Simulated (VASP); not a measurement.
# Nb2InSe (P-6m2) in VASP: relaxation of cell and atoms with PBE

Aim: the relaxation of cell and atoms of Nb2InSe with PBE.

All numbers are computed with VASP 6.6.1; they aren't measurements. Logs are shortened: lines on timing, memory, paths and dates and some standing lists are left out, and cuts for length are marked.

### 1 The cell of the first run

Symmetry: P-6m2, No. 187, hexagonal system. Conventional cell: a = 3.220 Å, b = 3.220 Å, c = 8.487 Å, α = 90.00°, β = 90.00°, γ = 120.00°. Nb (site symmetry 3m) has 3 Se at 2.63 Å and 3 In at 3.02 Å and 6 Nb at 3.22 Å within 3.5 Å. Within 4.0 Å of In (site symmetry -6m2) lie 6 Nb at 3.02 Å and 6 In at 3.22 Å. Se (site symmetry -6m2) has 6 Nb at 2.63 Å and 6 Se at 3.22 Å within 3.5 Å.

The cell was generated, and may not be a known phase.

### 2 Relaxation of cell and atoms, PBE

Contents of INCAR:

```
SYSTEM = Nb2InSe
PREC = Accurate
ENCUT = 600
EDIFF = 1E-6
ISMEAR = 0
SIGMA = 0.1
LREAL = .False.
LASPH = .True.
NELM = 80
ALGO = Normal
ISIF = 3
LWAVE = .False.
LCHARG = .False.
GGA = PE
IBRION = 2
NSW = 100
EDIFFG = -0.01
```

Contents of KPOINTS:

```
regular mesh
0
Gamma
  18 18 6
  0 0 0
```

Contents of POSCAR:

```
Nb2InSe
1.0
    3.2196338895      0.0000000000      0.0000000000
   -1.6098169447      2.7882847392      0.0000000000
    0.0000000000      0.0000000000      8.4871464690
Nb In Se
2 1 1
Direct
    0.6666666667      0.3333333333      0.7193613732
    0.6666666667      0.3333333333      0.2806386268
    0.0000000000      0.0000000000      0.0000000000
    0.3333333333      0.6666666667      0.5000000000
```

Potentials or basis: VASP PAW PBE potentials, release 64 (Nb_sv, In_d, Se).

On the command line:

```sh
> cat potpaw_PBE.64/Nb_sv/POTCAR potpaw_PBE.64/In_d/POTCAR potpaw_PBE.64/Se/POTCAR > POTCAR
> mpirun -np 1 vasp_std > vasp.out
```

OUTCAR:

```text
SYSTEM = Nb2InSe
   PREC = Accurate
   ENCUT = 600
   EDIFF = 1E-6
   ISMEAR = 0
   LREAL = .False.
   LASPH = .True.
   NELM = 80
   ISIF = 3
   GGA = PE
   IBRION = 2
   NSW = 100
   EDIFFG = -0.01

 ion  position               nearest neighbor table
   1  0.667  0.333  0.719-   4 2.63   4 2.63   4 2.63   3 3.02   3 3.02   3 3.02
   2  0.667  0.333  0.281-   4 2.63   4 2.63   4 2.63   3 3.02   3 3.02   3 3.02
   3  0.000  0.000  0.000-   1 3.02   2 3.02   1 3.02   2 3.02   1 3.02   2 3.02
   4  0.333  0.667  0.500-   1 2.63   2 2.63   1 2.63   2 2.63   1 2.63   2 2.63

  LATTYP: Found a hexagonal cell.
 ALAT       =     3.2196338895
 C/A-ratio  =     2.6360594901

  Lattice vectors:

 A1 = (   3.2196338895,   0.0000000000,   0.0000000000)
 A2 = (  -1.6098169447,   2.7882847392,   0.0000000000)
 A3 = (   0.0000000000,   0.0000000000,   8.4871464690)

Analysis of symmetry for initial positions (statically):
=====================================================================
 Subroutine PRICEL returns:
 Original cell was already a primitive cell.

 Routine SETGRP: Setting up the symmetry group for a
 hexagonal supercell.

 Subroutine GETGRP returns: Found 12 space group operations
 (whereof 12 operations were pure point group operations)
 out of a pool of 24 trial point group operations.

The static configuration has the point symmetry D_3h.

Analysis of symmetry for dynamics (positions and initial velocities):
=====================================================================
 Subroutine PRICEL returns:
 Original cell was already a primitive cell.

 Routine SETGRP: Setting up the symmetry group for a
 hexagonal supercell.

 Subroutine GETGRP returns: Found 12 space group operations
 (whereof 12 operations were pure point group operations)
 out of a pool of 24 trial point group operations.

The dynamic configuration has the point symmetry D_3h.

 Subroutine INISYM returns: Found 12 space group operations
 (whereof 12 operations are pure point group operations),
 and found     1 'primitive' translations

----------------------------------------------------------------------------------------

                                     Primitive cell

  volume of cell :      76.1913

  direct lattice vectors                    reciprocal lattice vectors
     3.219633889  0.000000000  0.000000000     0.310594320  0.179321715  0.000000000
    -1.609816945  2.788284739  0.000000000     0.000000000  0.358643429  0.000000000
     0.000000000  0.000000000  8.487146469     0.000000000  0.000000000  0.117825232

  length of vectors
     3.219633889  3.219633889  8.487146469     0.358643429  0.358643429  0.117825232

  position of ions in fractional coordinates (direct lattice)
     0.666666667  0.333333333  0.719361373
     0.666666667  0.333333333  0.280638627
     0.000000000  0.000000000  0.000000000
     0.333333333  0.666666667  0.500000000

  ion indices of the primitive-cell ions
   primitive index   ion index
                 1           1
                 2           2
                 3           3
                 4           4

----------------------------------------------------------------------------------------

 KPOINTS: regular mesh

Automatic generation of k-mesh.
 Grid dimensions read from file:
 generate k-points for:   18   18    6

 Generating k-lattice:

  Cartesian coordinates                     Fractional coordinates (reciprocal lattice)
     0.017255240  0.009962317  0.000000000     0.055555556  0.000000000  0.000000000
     0.000000000  0.019924635  0.000000000     0.000000000  0.055555556  0.000000000
     0.000000000  0.000000000  0.019637539     0.000000000  0.000000000  0.166666667

  Length of vectors
     0.019924635  0.019924635  0.019637539

  Shift w.r.t. Gamma in fractional coordinates (k-lattice)
     0.000000000  0.000000000  0.000000000

 Subroutine IBZKPT returns following result:
 ===========================================

 Found    148 irreducible k-points:

 Following reciprocal coordinates:
            Coordinates               Weight
  0.000000  0.000000  0.000000      1.000000
  0.055556  0.000000  0.000000      6.000000
  0.111111  0.000000  0.000000      6.000000
  0.166667  0.000000  0.000000      6.000000
  0.222222  0.000000  0.000000      6.000000
  0.277778  0.000000  0.000000      6.000000
[... 16 lines left out ...]
  0.333333  0.111111  0.000000     12.000000
  0.388889  0.111111  0.000000     12.000000
 [... further k-points ...]
   k-points           NKPTS =    148   k-points in BZ     NKDIM =    148   number of bands    NBANDS=     27
   number of dos      NEDOS =    301   number of ions     NIONS =      4
   total plane-waves  NPLWV =  54880
   dimension x,y,z NGX =    28 NGY =   28 NGZ =   70
   dimension x,y,z NGXF=    56 NGYF=   56 NGZF=  140
   ions per type =               2   1   1
   NGX,Y,Z   is equivalent  to a cutoff of  14.46, 14.46, 13.71 a.u.
   NGXF,Y,Z  is equivalent  to a cutoff of  28.92, 28.92, 27.42 a.u.
 SYSTEM =  Nb2InSe
   PREC   = accura    normal or accurate (medium, high low for compatibility)
   ISTART =      0    job   : 0-new  1-cont  2-samecut
   ICHARG =      2    charge: 1-file 2-atom 10-const
   ISPIN  =      1    spin polarized calculation?
   LNONCOLLINEAR =      F non collinear calculations
   LSORBIT =      F    spin-orbit coupling
   LASPH  =      T    aspherical Exc in radial PAW
   ENCUT  =  600.0 eV  44.10 Ry    6.64 a.u.   6.43  6.43 16.95*2*pi/ulx,y,z
   NELM   =     80;   NELMIN=  2; NELMDL= -5     # of ELM steps
   EDIFF  = 0.1E-05   stopping-criterion for ELM
   LREAL  =      F    real-space projection
   EDIFFG = -.1E-01   stopping-criterion for IOM
   NSW    =    100    number of steps for IOM
   IBRION =      2    ionic relax: 0-MD 1-quasi-New 2-CG
   NFREE  =      1    steps in history (QN), initial steepest desc. (CG)
   ISIF   =      3    stress and relaxation
   ISYM   =      2    0-nonsym 1-usesym 2-fastsym
   POTIM  = 0.5000    time-step for ionic-motion
   TEBEG  =    0.0;   TEEND  =   0.0 temperature during run
   PSTRESS=    0.0 pullay stress
   NELECT =      45.0000    total number of electrons
   NUPDOWN=      -1.0000    fix difference up-down
   EMIN   =  10.00;   EMAX   =-10.00  energy-range for DOS
   EFERMI =   0.00;   METHOD = LEGACY
   ISMEAR =     0;   SIGMA  =   0.10  broadening in eV -4-tet -1-fermi 0-gaus
   EFERMI_NEDOS =   21; number of points for ismear=-14 and -15
   IALGO  =     38    algorithm
   IMIX   =      4    mixing-type and parameters
     AMIX     =   0.40;   BMIX     =  1.00
     AMIX_MAG =   1.60;   BMIX_MAG =  1.00
  volume/ion in A,a.u.               =      19.05       128.54
  Fermi-wavevector in a.u.,A,eV,Ry     =   1.373548  2.595630 25.669222  1.886635
  Thomas-Fermi vector in A             =   2.499055
   LORBIT       =      0    0 simple, 1 ext, 2 COOP (PROOUT), +10 PAW based schemes
   GGA     = PE    functional components
   LHFCALC =     F    Hartree Fock is set to
   AEXX    =    0.0000 exact exchange contribution
   IVDW    =     0    specifies the selected vdW correction
   LEPSILON=     F    determine dielectric tensor
   LRPA    =     F    only Hartree local field effects (RPA)
 conjugate gradient relaxation of ions
 non-spin polarized calculation
 Gauss-broadening in eV      SIGMA  =   0.10
  energy-cutoff  :      600.00
  volume of cell :       76.19
 maximum number of plane-waves:      2569
 NGX is ok and might be reduce to    28
   NGX = 13   NGY = 13   NGZ = 33

--------------------------------------- Ionic step        1  -------------------------------------------

 number of electron      44.9999995 magnetization

 Free energy of the ion-electron system (eV)
  ---------------------------------------------------
  ext. energy  EPLUGINS =         0.00000000
  ---------------------------------------------------
  free energy    TOTEN  =       -27.57786288 eV

  energy without entropy =      -27.56408998  energy(sigma->0) =      -27.57097643

------------------------ aborting loop because EDIFF is reached ----------------------------------------

  FORCE on cell =-STRESS in cart. coord.  units (eV):
  Direction    XX          YY          ZZ          XY          YZ          ZX
  --------------------------------------------------------------------------------------
  -------------------------------------------------------------------------------------
  Total       -0.0679608     -0.0679608     -0.2696108     -0.0000000      0.0000000     -0.0000000
  in kB       -1.4291033     -1.4291033     -5.6694720     -0.0000000      0.0000000     -0.0000000
  external PRESSURE =      -2.8425596 kB  Pullay stress =       0.0000000 kB
[... 99 lines left out ...]
  energy  without entropy=      -27.5644438196  energy(sigma->0) =      -27.57128691

--------------------------------------- Ionic step        4  -------------------------------------------

 number of electron      44.9999996 magnetization

 Free energy of the ion-electron system (eV)
  ---------------------------------------------------
  ext. energy  EPLUGINS =         0.00000000
  ---------------------------------------------------
  free energy    TOTEN  =       -27.57821245 eV

  energy without entropy =      -27.56455890  energy(sigma->0) =      -27.57138568

 E-fermi :  10.2089     XC(G=0): -11.7683

 val. band max:       10.2079127748   @ k =   0.1111   0.0000   0.0000
 cond. band min:      10.2173401563   @ k =   0.2222   0.0000   0.1667
 fundamental gap:      0.0094273815
 Fermi energy:        10.2089393967

 k-point     1 :       0.0000    0.0000    0.0000
  band No.  band energies     occupation
      1     -45.1071      2.00000
      2     -45.1040      2.00000
      3     -21.4021      2.00000
      4     -21.3182      2.00000
      5     -20.8808      2.00000
      6     -20.8808      2.00000
[... 709 lines left out ...]
     26      12.2960      0.00000
     27      13.2777      0.00000

 [... further k-points ...]

------------------------ aborting loop because EDIFF is reached ----------------------------------------

  FORCE on cell =-STRESS in cart. coord.  units (eV):
  Direction    XX          YY          ZZ          XY          YZ          ZX
  --------------------------------------------------------------------------------------
  -------------------------------------------------------------------------------------
  Total        0.0212216      0.0212216     -0.0029048      0.0000000      0.0000000      0.0000000
  in kB        0.4470326      0.4470326     -0.0611900      0.0000000      0.0000000      0.0000000
  external PRESSURE =       0.2776251 kB  Pullay stress =       0.0000000 kB
[... 19 lines left out ...]
  FREE ENERGIE OF THE ION-ELECTRON SYSTEM (eV)
  ---------------------------------------------------
  free  energy   TOTEN  =       -27.5782124539 eV

  energy  without entropy=      -27.5645588994  energy(sigma->0) =      -27.57138568

 reached required accuracy - stopping structural energy minimisation
```

Run time: 16 min. Hardware: 1 thread of Intel Xeon Platinum 8259CL at 2.50GHz (Skylake/Cascade Lake), shared host; peak memory 0.52 GiB.

Results:

```yaml
Free_energy: -27.5782 eV
Relaxed_volume: 19.01 Å³/atom
Relaxed_cell: a = 3.221 Å, b = 3.221 Å, c = 8.468 Å, α = 90.00°, β = 90.00°, γ = 120.00°
Space_group_after_relaxing_to_0.1_Å: P-6m2 (No. 187)
Energy_gained_by_relaxing: 0.1 meV/atom
Ionic_steps: 4
Pressure_after_relaxing: 0.0 GPa
Band_gap_on_the_k_mesh: zero (an odd number of electrons rules out a gap without spin polarisation)
```

Forces in eV/Å, atoms in the order of the input:
```
Nb   0.000  0.000 -0.003
Nb   0.000  0.000  0.003
In   0.000  0.000  0.000
Se   0.000  0.000  0.000
```

The path:
```csv
step,energy change (eV),largest force (eV/Å),pressure (GPa),volume (Å³)
1,0.0000,0.0311,-0.28,76.19
2,0.0000,0.0135,0.46,75.82
3,-0.0003,0.0088,0.08,76.01
4,-0.0003,0.0029,0.03,76.06
```

Final structure:
```cif
data_structure
_symmetry_space_group_name_H-M 'P 1'
_symmetry_Int_Tables_number 1
_cell_length_a 3.2206
_cell_length_b 3.2206
_cell_length_c 8.4675
_cell_angle_alpha 90.000
_cell_angle_beta 90.000
_cell_angle_gamma 120.000
_cell_volume 76.06
loop_
_atom_site_label
_atom_site_type_symbol
_atom_site_fract_x
_atom_site_fract_y
_atom_site_fract_z
_atom_site_occupancy
Nb1 Nb 0.66667 0.33333 0.71921 1
Nb2 Nb 0.66667 0.33333 0.28079 1
In1 In 0.00000 0.00000 0.00000 1
Se1 Se 0.33333 0.66667 0.50000 1
```

Levels at points of the mesh, in eV from the Fermi level:
```tsv
k point	band 21	band 22	band 23	band 24	band 25	band 26
(0.00, 0.00, 0.00)	-0.74	-0.27	-0.27	0.41	0.41	1.39
(0.50, 0.00, 0.00)	-2.36	-1.16	0.65	0.77	2.35	2.54
(0.00, 0.00, 0.50)	-0.89	-0.34	-0.34	0.40	0.40	1.36
(0.50, 0.00, 0.50)	-1.82	-1.56	0.30	1.30	2.16	2.90
```

Caveat: spin-orbit coupling is left out, which moves the levels of the heavy elements.
